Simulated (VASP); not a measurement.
A run of VASP 6.6.1 is set up as follows.

INCAR

```
PREC = Accurate
ENCUT = 520
EDIFF = 1E-8
ISMEAR = -1
SIGMA = 0.02
LREAL = False
LASPH = True
NELM = 100
ALGO = Normal
ISIF = 2
LWAVE = False
LCHARG = False
LEFG = True
NBANDS = 26
```

The input KPOINTS:

```
Automatic mesh
0
Gamma
  8 8 4
```

File POSCAR:

```
CdS
1.0
    4.1761471954      0.0000000000      0.0000000000
   -2.0880735977      3.6166495612      0.0000000000
    0.0000000000      0.0000000000      6.7490000000
Cd S
2 2
Direct
    0.3333333333      0.6666666667      0.0000000000
    0.6666666667      0.3333333333      0.5000000000
    0.3333333333      0.6666666667      0.3850000000
    0.6666666667      0.3333333333      0.8850000000
```

Potentials or basis: VASP PAW LDA potentials, release 64 (Cd, S).

The run is started by

```sh
$ cat potpaw_LDA.64/Cd/POTCAR potpaw_LDA.64/S/POTCAR > POTCAR
$ mpirun -np 1 vasp_std > vasp.out
```

Task: Predict the band gap on the k mesh.

Result: 0.93 eV.

Task: Predict the pressure.

Result: -3.4 GPa.

Forces on the atoms (eV/Å):
```
Cd   0.000  0.000  0.181
Cd   0.000  0.000  0.181
S    0.000  0.000 -0.181
S    0.000  0.000 -0.181
```

Caveat: the cell differs from its parent crystal (equal xx and yy strain of +1 %); the cell stands under tension; without QUAD_EFG the Cq values of the log hold for a quadrupole moment of 1 mb, not for the nuclei.
